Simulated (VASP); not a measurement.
A run of VASP 6.6.1 is set up as follows.

INCAR

```
ALGO = Normal
DIPOL = 0.5 0.5 0.500
EDIFF = 1E-6
ENCUT = 520
GGA = PE
IDIPOL = 3
ISIF = 2
ISMEAR = -1
LASPH = T
LCHARG = T
LDIPOL = T
LELF = T
LREAL = F
LVACPOTAV = T
LVHAR = T
LWAVE = F
NBANDS = 36
NELM = 80
PREC = Accurate
SIGMA = 0.05
```

File KPOINTS:

```
k-points
0
Gamma
  9 9 1
```

Contents of POSCAR:

```
Pb
1.0
    3.4800006906      0.0000000000      0.0000000000
   -1.7400003453      3.0137690032      0.0000000000
    0.0000000000      0.0000000000     23.3850000000
Pb
4
Direct
    0.6666666667      0.3333333334      0.3207184092
    0.3333333333      0.6666666666      0.4402394697
    0.6666666667      0.3333333334      0.5597605303
    0.3333333333      0.6666666666      0.6792815908
```

Potentials or basis: VASP PAW PBE potentials, release 64 (Pb_d).

Run with:

```console
$ cat potpaw_PBE.64/Pb_d/POTCAR > POTCAR
$ mpirun -np 1 vasp_std > vasp.out
```

Estimate the largest force.

0.408 eV/Å.

What does it give for the band gap on the k mesh?

Zero (bands 28 and 29 overlap by 4.17 eV).

Forces in eV/Å, atoms in the order of the input:
```
Pb   0.000  0.000 -0.020
Pb   0.000  0.000 -0.408
Pb   0.000  0.000  0.408
Pb   0.000  0.000  0.020
```

Caveat: spin-orbit coupling is left out, which moves the levels of the heavy elements.
